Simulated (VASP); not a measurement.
BAs: electric field gradients with PBEsol

Crystal: BAs.

```xyz
2
Lattice="0.0000 2.3885 2.3885 2.3885 0.0000 2.3885 2.3885 2.3885 0.0000" Properties=species:S:1:pos:R:3 pbc="T T T"
B     0.0000    0.0000    0.0000
As    3.5827    3.5827    3.5827
```

```yaml
Program: VASP 6.6.1
Task: electric field gradients
Functional: PBEsol
Potentials_or_basis: VASP PAW PBE potentials, release 64 (B, As)
Cutoff: 420 eV
k_mesh: 15 × 15 × 15
Occupations: fermi-dirac, width 0.03 eV
Spin: no spin polarisation
Dipole_correction: no
Further_INCAR_settings: ALGO = Normal; EDIFF = 1e-08; NBANDS = 11
```

```yaml
Pressure: 0.1 GPa
Band_gap_on_the_k_mesh: 1.08 eV, indirect (least direct gap 3.24 eV)
```

Levels at points of the mesh, in eV from the valence-band top:
| k point | band 1 | band 2 | band 3 | band 4 | band 5 | band 6 | band 7 | band 8 | band 9 |
| --- | --- | --- | --- | --- | --- | --- | --- | --- | --- |
| (0.00, 0.00, 0.00) | -15.44 | 0.00 | 0.00 | 0.00 | 3.24 | 3.24 | 3.24 | 4.68 | 9.35 |

Run time: 29 s on 1 thread of Intel Xeon 8259CL, on a shared host, peak memory 0.15 GiB.

Caveat: without QUAD_EFG the Cq values of the log hold for a quadrupole moment of 1 mb, not for the nuclei; the PAW data sets were made with another functional, which shifts forces and pressure a little. Expect the measured gap to be larger: semilocal functionals such as PBEsol lack the derivative discontinuity.
